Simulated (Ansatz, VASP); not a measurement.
**One calculation of Sr, two programs**

```xyz
1
Lattice="0.0000 3.0191 3.0191 3.0191 0.0000 3.0191 3.0191 3.0191 0.0000" Properties=species:S:1:pos:R:3 pbc="T T T"
Sr    0.0000    0.0000    0.0000
```

Alike in both runs: task single point; functional PBE; k mesh 9 × 9 × 9; occupations methfessel-paxton of order 1, width 0.2 eV; no spin polarisation.

|  | VASP | Ansatz |
| --- | --- | --- |
| version | VASP 6.6.1 | Ansatz 0.2.0 |
| potentials or method | VASP PAW PBE potentials, release 64 (Sr_sv), cutoff 520 eV | plane waves (420 eV) with PAW, scalar-relativistic |
| valence electrons in the cell | 10 | 10 |

```csv
,VASP,Ansatz,Ansatz less VASP
pressure (GPa),0.0,0.0,-0.01
```

With one functional, cell and mesh, what is left measures potentials, basis and numerics.
